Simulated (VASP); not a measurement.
# Si2C3 (I4/mmm) in VASP: notebook

Runs on Si2C3. Level: PBE. Tasks: single point, relaxation of cell and atoms.

Program: VASP 6.6.1. These are calculated values, not measurements. Logs are shortened: lines on timing, memory, paths and dates and some standing lists are left out, and cuts for length are marked.

## 1. The cell of the first run

Symmetry: I4/mmm, No. 139, tetragonal system. The conventional cell has a = 3.955 Å, b = 3.955 Å, c = 5.462 Å, α = 90.00°, β = 90.00°, γ = 90.00°. Within 2.6 Å of Si (site symmetry mmm) lie 10 C at 1.98 to 2.55 Å. C (site symmetry 4/mmm) has 2 C at 1.61 Å and 4 Si at 1.98 Å within 2.1 Å. C (site symmetry 4mm) has 1 C at 1.61 Å within 2.1 Å.

The cell was generated, and may not be a known phase.

## 2. Single point, PBE, collinear spin

INCAR reads:

```
ALGO = Normal
EDIFF = 1E-6
ENCUT = 520
GGA = PE
ISIF = 2
ISMEAR = 0
ISPIN = 2
LASPH = True
LCHARG = False
LORBIT = 11
LREAL = False
LWAVE = False
MAGMOM = 0 0 1 1 1
NBANDS = 22
NELM = 150
PREC = Accurate
SIGMA = 0.1
```

KPOINTS reads:

```
k-points
0
Gamma
  6 6 6
```

POSCAR reads:

```
Si2C3
1.0
   -1.9772797375      1.9772797375      2.7311753892
    1.9772797375     -1.9772797375      2.7311753892
    1.9772797375      1.9772797375     -2.7311753892
Si C
2 3
Direct
    0.5000000000      0.0000000000      0.5000000000
    0.0000000000      0.5000000000      0.5000000000
    0.5000000000      0.5000000000      0.0000000000
    0.7952189654      0.7952189654      0.0000000000
    0.2047810346      0.2047810346      0.0000000000
```

Potentials or basis: VASP PAW PBE potentials, release 64 (Si, C).

Run with:

```sh
$ cat potpaw_PBE.64/Si/POTCAR potpaw_PBE.64/C/POTCAR > POTCAR
$ mpirun -np 1 vasp_std > vasp.out
```

OUTCAR:

```text
EDIFF = 1E-6
   ENCUT = 520
   GGA = PE
   ISIF = 2
   ISMEAR = 0
   ISPIN = 2
   LASPH = True
   LORBIT = 11
   LREAL = False
   NELM = 150
   PREC = Accurate

 ion  position               nearest neighbor table
   1  0.500  0.000  0.500-   3 1.98   3 1.98   4 2.27   5 2.27   5 2.27   4 2.27   4 2.55   5 2.55
                             5 2.55   4 2.55   2 2.73   2 2.73   2 2.80   2 2.80   2 2.80   2 2.80
   2  0.000  0.500  0.500-   3 1.98   3 1.98   4 2.27   5 2.27   4 2.27   5 2.27   4 2.55   5 2.55
                             4 2.55   5 2.55   1 2.73   1 2.73   1 2.80   1 2.80   1 2.80   1 2.80
   3  0.500  0.500  0.000-   4 1.61   5 1.61   1 1.98   2 1.98   1 1.98   2 1.98
   4  0.795  0.795  0.000-   3 1.61   2 2.27   1 2.27   1 2.27   2 2.27   2 2.55   1 2.55   1 2.55
                             2 2.55
   5  0.205  0.205  0.000-   3 1.61   2 2.27   1 2.27   2 2.27   1 2.27   1 2.55   2 2.55   1 2.55
                             2 2.55

  LATTYP: Found a body centered tetragonal cell.
 ALAT       =     3.9545594750
 C/A-ratio  =     1.3812792077

  Lattice vectors:

 A1 = (  -1.9772797375,   1.9772797375,   2.7311753892)
 A2 = (   1.9772797375,  -1.9772797375,   2.7311753892)
 A3 = (   1.9772797375,   1.9772797375,  -2.7311753892)

Analysis of symmetry for initial positions (statically):
=====================================================================
 Subroutine PRICEL returns:
 Original cell was already a primitive cell.

 Routine SETGRP: Setting up the symmetry group for a
 body centered tetragonal supercell.

 Subroutine GETGRP returns: Found 16 space group operations
 (whereof 16 operations were pure point group operations)
 out of a pool of 16 trial point group operations.

The static configuration has the point symmetry D_4h.

Analysis of symmetry for dynamics (positions and initial velocities):
=====================================================================
 Subroutine PRICEL returns:
 Original cell was already a primitive cell.

 Routine SETGRP: Setting up the symmetry group for a
 body centered tetragonal supercell.

 Subroutine GETGRP returns: Found 16 space group operations
 (whereof 16 operations were pure point group operations)
 out of a pool of 16 trial point group operations.

The dynamic configuration has the point symmetry D_4h.

Analysis of structural, dynamic, and magnetic symmetry:
=====================================================================
 Subroutine PRICEL returns:
 Original cell was already a primitive cell.

 Routine SETGRP: Setting up the symmetry group for a
 body centered tetragonal supercell.

 Subroutine GETGRP returns: Found 16 space group operations
 (whereof 16 operations were pure point group operations)
 out of a pool of 16 trial point group operations.

The overall configuration has the point symmetry D_4h.

 Subroutine INISYM returns: Found 16 space group operations
 (whereof 16 operations are pure point group operations),
 and found     1 'primitive' translations

----------------------------------------------------------------------------------------

                                     Primitive cell

  volume of cell :      42.7116

  direct lattice vectors                    reciprocal lattice vectors
    -1.977279737  1.977279737  2.731175389     0.000000000  0.252872667  0.183071363
     1.977279737 -1.977279737  2.731175389     0.252872667  0.000000000  0.183071363
     1.977279737  1.977279737 -2.731175389     0.252872667  0.252872667  0.000000000

  length of vectors
     3.908783612  3.908783612  3.908783612     0.312185377  0.312185377  0.357615955

  position of ions in fractional coordinates (direct lattice)
     0.500000000  0.000000000  0.500000000
     0.000000000  0.500000000  0.500000000
     0.500000000  0.500000000  0.000000000
     0.795218965  0.795218965  0.000000000
     0.204781035  0.204781035  0.000000000

  ion indices of the primitive-cell ions
   primitive index   ion index
                 1           1
                 2           2
                 3           3
                 4           4
                 5           5

[... 30 lines left out ...]
  0.333333  0.000000 -0.000000      8.000000
  0.500000  0.000000  0.000000      4.000000
  0.166667  0.166667  0.000000      8.000000
  0.333333  0.166667 -0.000000     16.000000
[... 16 lines left out ...]
 -0.333333 -0.333333  0.166667      8.000000
 -0.166667 -0.333333  0.166667      8.000000
 [... further k-points ...]
   k-points           NKPTS =     30   k-points in BZ     NKDIM =     30   number of bands    NBANDS=     22
   number of dos      NEDOS =    301   number of ions     NIONS =      5
   total plane-waves  NPLWV =  27000
   dimension x,y,z NGX =    30 NGY =   30 NGZ =   30
   dimension x,y,z NGXF=    60 NGYF=   60 NGZF=   60
   ions per type =               2   3
   NGX,Y,Z   is equivalent  to a cutoff of  12.76, 12.76, 12.76 a.u.
[... 21 lines left out ...]
   PSTRESS=    0.0 pullay stress
   NELECT =      20.0000    total number of electrons
   NUPDOWN=      -1.0000    fix difference up-down
   EMIN   =  10.00;   EMAX   =-10.00  energy-range for DOS
   EFERMI =   0.00;   METHOD = LEGACY
   ISMEAR =     0;   SIGMA  =   0.10  broadening in eV -4-tet -1-fermi 0-gaus
   EFERMI_NEDOS =   21; number of points for ismear=-14 and -15
   IALGO  =     38    algorithm
   IMIX   =      4    mixing-type and parameters
     AMIX     =   0.40;   BMIX     =  1.00
     AMIX_MAG =   1.60;   BMIX_MAG =  1.00
  volume/ion in A,a.u.               =       8.54        57.65
  Fermi-wavevector in a.u.,A,eV,Ry     =   1.271265  2.402343 21.988589  1.616116
  Thomas-Fermi vector in A             =   2.404208
   LORBIT       =     11    0 simple, 1 ext, 2 COOP (PROOUT), +10 PAW based schemes
   GGA     = PE    functional components
   LHFCALC =     F    Hartree Fock is set to
   AEXX    =    0.0000 exact exchange contribution
   IVDW    =     0    specifies the selected vdW correction
   LEPSILON=     F    determine dielectric tensor
   LRPA    =     F    only Hartree local field effects (RPA)
 spin polarized calculation
 Gauss-broadening in eV      SIGMA  =   0.10
  energy-cutoff  :      520.00
  volume of cell :       42.71
 maximum number of plane-waves:      1170
 NGX is ok and might be reduce to    30
   NGX = 15   NGY = 15   NGZ = 15

 number of electron      20.0000000 magnetization      -0.0054112

 number of electron      20.0000000 magnetization       0.0002465

 Free energy of the ion-electron system (eV)
  ---------------------------------------------------
  ext. energy  EPLUGINS =         0.00000000
  ---------------------------------------------------
  free energy    TOTEN  =       -30.26157757 eV

  energy without entropy =      -30.25116134  energy(sigma->0) =      -30.25636946

 E-fermi :  11.0246     XC(G=0): -12.4615

 val. band max:       11.0178915354   @ k =   0.5000   0.1667   0.0000
 cond. band min:      11.1022751309   @ k =   0.5000   0.5000   0.0000
 fundamental gap:      0.0843835956
 Fermi energy:        11.0245901171

 spin component 1

 k-point     1 :       0.0000    0.0000    0.0000
  band No.  band energies     occupation
      1      -7.7480      1.00000
      2       0.3792      1.00000
      3       1.5681      1.00000
      4       4.5358      1.00000
      5       4.5358      1.00000
      6       6.9510      1.00000
[... 589 lines left out ...]
     21      24.8124      0.00000
     22      25.0408      0.00000

 [... further k-points ...]

 spin component 2

 k-point     1 :       0.0000    0.0000    0.0000
  band No.  band energies     occupation
      1      -7.7479      1.00000
      2       0.3792      1.00000
      3       1.5681      1.00000
      4       4.5359      1.00000
      5       4.5359      1.00000
      6       6.9512      1.00000
[... 589 lines left out ...]
     21      24.8113      0.00000
     22      25.0406      0.00000

 [... further k-points ...]

------------------------ aborting loop because EDIFF is reached ----------------------------------------

  FORCE on cell =-STRESS in cart. coord.  units (eV):
  Direction    XX          YY          ZZ          XY          YZ          ZX
  --------------------------------------------------------------------------------------
  -------------------------------------------------------------------------------------
  Total        0.0231767      0.0231767      0.0813303      0.0000000     -0.0000000      0.0000000
  in kB        0.8693938      0.8693938      3.0508247      0.0000000     -0.0000000      0.0000000
  external PRESSURE =       1.5965375 kB  Pullay stress =       0.0000000 kB

 VOLUME and BASIS-vectors are now :
 -----------------------------------------------------------------------------
  energy-cutoff  :      520.00
  volume of cell :       42.71
      direct lattice vectors                 reciprocal lattice vectors
    -1.977279737  1.977279737  2.731175389     0.000000000  0.252872667  0.183071363
     1.977279737 -1.977279737  2.731175389     0.252872667  0.000000000  0.183071363
     1.977279737  1.977279737 -2.731175389     0.252872667  0.252872667  0.000000000

 POSITION                                       TOTAL-FORCE (eV/Angst)
 -----------------------------------------------------------------------------------
      0.00000      1.97728      0.00000         0.000000      0.000000      0.000000
      1.97728      0.00000      0.00000         0.000000      0.000000      0.000000
      0.00000      0.00000      2.73118         0.000000      0.000000      0.000000
      0.00000      0.00000      4.34376        -0.000000     -0.000000      0.016924
      0.00000      0.00000      1.11859         0.000000      0.000000     -0.016924
 -----------------------------------------------------------------------------------
    total drift:                                0.000000     -0.000000      0.000000

  FREE ENERGIE OF THE ION-ELECTRON SYSTEM (eV)
  ---------------------------------------------------
  free  energy   TOTEN  =       -30.2615775707 eV

  energy  without entropy=      -30.2511613439  energy(sigma->0) =      -30.25636946

 total charge

# of ion       s       p       d       tot
------------------------------------------
    1        0.752   0.745   0.000   1.497
    2        0.752   0.745   0.000   1.497
    3        0.834   1.714   0.000   2.548
    4        0.915   1.343   0.000   2.258
    5        0.915   1.343   0.000   2.258
--------------------------------------------------
tot          4.168   5.890   0.000  10.058

 magnetization (x)

# of ion       s       p       d       tot
------------------------------------------
    1       -0.000   0.000   0.000   0.000
    2       -0.000   0.000   0.000   0.000
    3        0.000   0.000   0.000   0.000
    4        0.000   0.000   0.000   0.000
    5        0.000   0.000   0.000   0.000
--------------------------------------------------
tot          0.000   0.000   0.000   0.000
```

Run time: 56 s. Hardware: 1 thread of Intel Xeon Platinum 8259CL at 2.50GHz (Skylake/Cascade Lake), shared host; peak memory 0.2 GiB.

Results:

| Item | Value |
| --- | --- |
| Free energy | -30.2616 eV |
| Pressure | 0.2 GPa |
| Largest force | 0.017 eV/Å |
| Band gap on the k mesh | zero (filled and empty bands overlap) |
| Net moment | 0.00 μB per cell |
| Valence electrons inside the program's atomic spheres | Si 1.50; C 2.55, 2.26 (each value once) |

Forces on the atoms (eV/Å):
```
Si   0.000  0.000  0.000
Si   0.000  0.000  0.000
C    0.000  0.000  0.000
C    0.000  0.000  0.017
C    0.000  0.000 -0.017
```

Levels at points of the mesh, in eV from the Fermi level:
Spin up:
```tsv
k point	band 8	band 9	band 10	band 11	band 12	band 13
(0.00, 0.00, 0.00)	-3.15	-3.09	-3.09	-1.78	-1.58	-1.54
(0.50, 0.00, 0.00)	-5.35	-1.13	0.42	1.99	2.35	3.20
(0.50, 0.50, 0.00)	-2.13	0.08	0.86	1.17	4.66	5.06
(0.50, 0.50, 0.50)	-0.43	-0.43	0.15	0.15	2.08	3.08
```
Spin down:
```
           k point  band 6  band 7  band 8  band 9  band 10  band 11  band 12  band 13  band 14  band 15
(0.00, 0.00, 0.00)   -4.07   -4.07   -3.15   -3.09    -3.09    -1.78    -1.58    -1.54     0.63     3.80
(0.50, 0.00, 0.00)   -6.60   -6.38   -5.35   -1.13     0.42     1.99     2.35     3.20     4.85     5.26
(0.50, 0.50, 0.00)   -7.31   -2.33   -2.13    0.08     0.86     1.17     4.66     5.06     5.78     6.58
(0.50, 0.50, 0.50)   -6.30   -2.49   -0.43   -0.43     0.15     0.15     2.08     3.08     4.63     6.60
```

## 3. Relaxation of cell and atoms, PBE

This run uses another cell than the first one, of 16.66 Å³/atom.

INCAR reads:

```
SYSTEM = Si2C3
  PREC = Accurate
  ENCUT = 600
  EDIFF = 1E-6
  ISMEAR = 0
  SIGMA = 0.1
  LREAL = .False.
  LASPH = .True.
  NELM = 60
  ALGO = Normal
  ISIF = 3
  LWAVE = .False.
  LCHARG = .False.
  GGA = PE
  IBRION = 2
  NSW = 90
  EDIFFG = -0.04
```

KPOINTS reads:

```
regular mesh
0
Gamma
  6 6 6
  0 0 0
```

POSCAR reads:

```
Si2C3
1.0
   -2.4377424200      2.4377424200      3.5041069500
    2.4377424200     -2.4377424200      3.5041069500
    2.4377424200      2.4377424200     -3.5041069500
Si C
2 3
Direct
    0.5000000000      0.0000000000      0.5000000000
    0.0000000000      0.5000000000      0.5000000000
    0.5000000000      0.5000000000      0.0000000000
    0.7752449800      0.7752449800      0.0000000000
    0.2247550200      0.2247550200      0.0000000000
```

Potentials or basis: VASP PAW PBE potentials, release 64 (Si, C).

Run with:

```sh
$ cat potpaw_PBE.64/Si/POTCAR potpaw_PBE.64/C/POTCAR > POTCAR
$ mpirun -np 1 vasp_std > vasp.out
```

Wall time 11 min (1 thread of Intel Xeon Platinum 8259CL at 2.50GHz (Skylake/Cascade Lake), shared host); peak memory 0.26 GiB.

The run converged. Its results:

| Property | Result |
| --- | --- |
| Free energy | -30.3248 eV |
| Relaxed volume | 8.41 Å³/atom |
| Relaxed cell | a = 3.917 Å, b = 3.917 Å, c = 3.917 Å, α = 120.66°, β = 120.66°, γ = 88.85° |
| Space group after relaxing (to 0.1 Å) | I4/mmm (No. 139) |
| Energy gained by relaxing | 1290.9 meV/atom |
| Ionic steps | 33 |
| Pressure after relaxing | 0.0 GPa |
| Largest force after relaxing | 0.031 eV/Å |
| Band gap on the k mesh | zero (bands 10 and 11 overlap by 2.32 eV) |

Forces in eV/Å, atoms in the order of the input:
```
Si   0.000  0.000  0.000
Si   0.000  0.000  0.000
C    0.000  0.000  0.000
C    0.000  0.000  0.031
C    0.000  0.000 -0.031
```

Stress tensor (GPa, compression positive):
```
-0.09  0.00  0.00
 0.00 -0.09  0.00
 0.00  0.00  0.30
```

The path:
| step | energy change (eV) | largest force (eV/Å) | pressure (GPa) | volume (Å³) |
| --- | --- | --- | --- | --- |
| 1 | 0.0000 | 2.0923 | -27.09 | 83.29 |
| 2 | -5.9678 | 0.3031 | -11.16 | 53.50 |
| 3 | -6.1302 | 1.2532 | -0.41 | 50.23 |
| 4 | -6.1263 | 0.9271 | -2.63 | 50.79 |
| 5 | -6.2000 | 0.0056 | -4.09 | 50.04 |
| 6 | -6.2017 | 0.1512 | -4.26 | 49.91 |
| 7 | -6.2216 | 0.4326 | 1.64 | 47.67 |
| 8 | -6.2238 | 0.2899 | 0.15 | 48.20 |
| 9 | -6.2561 | 0.3240 | 0.65 | 47.04 |
| 10 | -6.3432 | 0.5770 | 4.44 | 43.65 |
| 11 | -6.3796 | 0.3498 | 1.51 | 43.59 |
| 12 | -6.4117 | 0.1558 | -2.54 | 43.45 |
| 13 | -6.4117 | 0.1644 | -2.25 | 43.46 |
| 14 | -6.4117 | 0.1615 | -2.36 | 43.46 |
| 15 | -6.4183 | 0.0866 | -1.06 | 42.94 |
| 16 | -6.4189 | 0.0761 | -0.61 | 42.79 |
| 17 | -6.4195 | 0.0864 | 0.27 | 42.49 |
| 18 | -6.4218 | 0.1166 | 2.01 | 41.88 |
| 19 | -6.4176 | 0.0437 | 7.44 | 40.69 |
| 20 | -6.4230 | 0.1254 | 2.43 | 41.70 |
| 21 | -6.4257 | 0.1113 | 4.41 | 41.19 |
| 22 | -6.4271 | 0.0979 | 5.00 | 41.09 |
| 23 | -6.4276 | 0.0845 | 5.57 | 41.00 |
| 24 | -6.4303 | 0.0870 | 5.30 | 41.05 |
| 25 | -6.4377 | 0.0926 | 4.50 | 41.20 |
| 26 | -6.4480 | 0.0944 | 2.88 | 41.50 |
| 27 | -6.4514 | 0.1320 | -0.04 | 42.11 |
| 28 | -6.4525 | 0.1085 | 0.76 | 41.93 |
| 29 | -6.4525 | 0.1052 | 0.93 | 41.90 |
| 30 | -6.4534 | 0.0891 | 0.60 | 41.95 |
| 31 | -6.4544 | 0.0494 | -0.22 | 42.10 |
| 32 | -6.4545 | 0.0444 | -0.16 | 42.09 |
| 33 | -6.4546 | 0.0309 | 0.04 | 42.05 |

Final structure:
```
Si C
1.0
    -1.93867    1.93867    2.79708
     1.93867   -1.93867    2.79708
     1.93867    1.93867   -2.79708
Si C
2 3
Direct
  0.50000 0.00000 0.50000
  0.00000 0.50000 0.50000
  0.50000 0.50000 0.00000
  0.80952 0.80952 0.00000
  0.19048 0.19048 0.00000
```

Levels at points of the mesh, in eV from the Fermi level:
```
           k point  band 8  band 9  band 10  band 11  band 12  band 13
(0.00, 0.00, 0.00)   -3.26   -2.95    -2.95    -1.57    -1.23    -1.17
(0.50, 0.00, 0.00)   -5.34   -1.02     0.16     2.82     3.18     3.69
(0.50, 0.50, 0.00)   -1.60    0.05     0.25     1.34     5.71     6.03
(0.50, 0.50, 0.50)   -0.59   -0.59     0.63     0.63     1.58     3.84
```

Caveat: the volume moved by over 15 % at a fixed basis, so the end points are rough.

## 4. Single point, PBE, collinear spin

This run uses another cell than the first one, of 16.66 Å³/atom.

INCAR reads:

```
ALGO = Normal
EDIFF = 1E-7
ENCUT = 520
GGA = PE
ISIF = 2
ISMEAR = 0
ISPIN = 2
LASPH = True
LCHARG = False
LORBIT = 11
LREAL = False
LWAVE = False
MAGMOM = 0 0 1 1 1
NBANDS = 22
NELM = 150
PREC = Accurate
SIGMA = 0.1
```

KPOINTS reads:

```
k-points
0
Gamma
  6 6 6
```

POSCAR is that of step 3.

Run with:

```sh
$ cat potpaw_PBE.64/Si/POTCAR potpaw_PBE.64/C/POTCAR > POTCAR
$ mpirun -np 1 vasp_std > vasp.out
```

Wall time 2.9 min (1 thread of Intel Xeon Platinum 8259CL at 2.50GHz (Skylake/Cascade Lake), shared host); peak memory 0.32 GiB.

It converged, with:

```
Free energy                                           : -23.8700 eV
Pressure                                              : -27.0 GPa
Largest force                                         : 2.092 eV/Å
Band gap on the k mesh                                : zero (filled and empty bands overlap)
Net moment                                            : 0.00 μB per cell
Valence electrons inside the program's atomic spheres : Si 1.39; C 2.10, 2.01 (each value once)
```

Forces in eV/Å, atoms in the order of the input:
```
Si   0.000  0.000  0.000
Si   0.000  0.000  0.000
C    0.000  0.000  0.000
C    0.000  0.000 -2.092
C    0.000  0.000  2.092
```

Stress tensor (GPa, compression positive):
```
-20.42   0.00   0.00
  0.00 -20.42   0.00
  0.00   0.00 -40.29
```

Levels at points of the mesh, in eV from the Fermi level:
Spin up:
```tsv
k point	band 8	band 9	band 10	band 11	band 12	band 13
(0.00, 0.00, 0.00)	-2.75	-1.30	-1.30	-0.79	-0.79	-0.15
(0.50, 0.00, 0.00)	-1.90	-0.46	-0.03	0.58	0.88	2.27
(0.50, 0.50, 0.00)	-0.74	-0.63	0.82	0.97	1.13	2.91
(0.50, 0.50, 0.50)	-1.95	0.27	0.27	0.54	0.60	0.60
```
Spin down:
```csv
k point,band 7,band 8,band 9,band 10,band 11,band 12,band 13,band 14
"(0.00, 0.00, 0.00)",-3.51,-2.75,-1.30,-1.30,-0.79,-0.79,-0.15,1.44
"(0.50, 0.00, 0.00)",-3.35,-1.90,-0.46,-0.03,0.58,0.88,2.27,2.34
"(0.50, 0.50, 0.00)",-2.16,-0.74,-0.63,0.82,0.97,1.13,2.91,3.19
"(0.50, 0.50, 0.50)",-2.35,-1.95,0.27,0.27,0.54,0.60,0.60,1.55
```

Caveat: the stress differs along the axes, from -40 to -20 GPa; forces of over 1 eV/Å act on the atoms, so gaps and moduli don't describe the material at rest.

## 5. Summary

| task | spin | cell | cutoff (eV) | gap on the mesh (eV) | pressure (GPa) | moment (μB) | largest force (eV/Å) |
| --- | --- | --- | --- | --- | --- | --- | --- |
| single point | collinear | a = 3.909 Å, angles 119.2, 119.2, 91.3°, 5 atoms, atomic positions A | 520 | none | 0.2 | 0.00 | 0.02 |
| relaxation of cell and atoms | off | relaxed from a = 4.916 Å, angles 120.5, 120.5, 89.1°, 5 atoms, atomic positions B | 600 | none | 0.0 | - | 0.03 |
| single point | collinear | a = 4.916 Å, angles 120.5, 120.5, 89.1°, 5 atoms, atomic positions B | 520 | none | -27.0 | 0.00 | 2.09 |

Alike in all rows: level PBE; potentials or basis VASP PAW PBE potentials, release 64 (Si, C); k mesh 6 × 6 × 6; smearing gaussian 0.1 eV.

Caveats: the volume moved by over 15 % at a fixed basis, so the end points are rough (at least some runs); the stress differs along the axes, from -40 to -20 GPa (at least some runs); forces of over 1 eV/Å act on the atoms, so gaps and moduli don't describe the material at rest (at least some runs).

Absolute energies hang on the potentials; compare differences alone.

The gap in the log of VASP goes by the Fermi energy; the results here count the filled bands.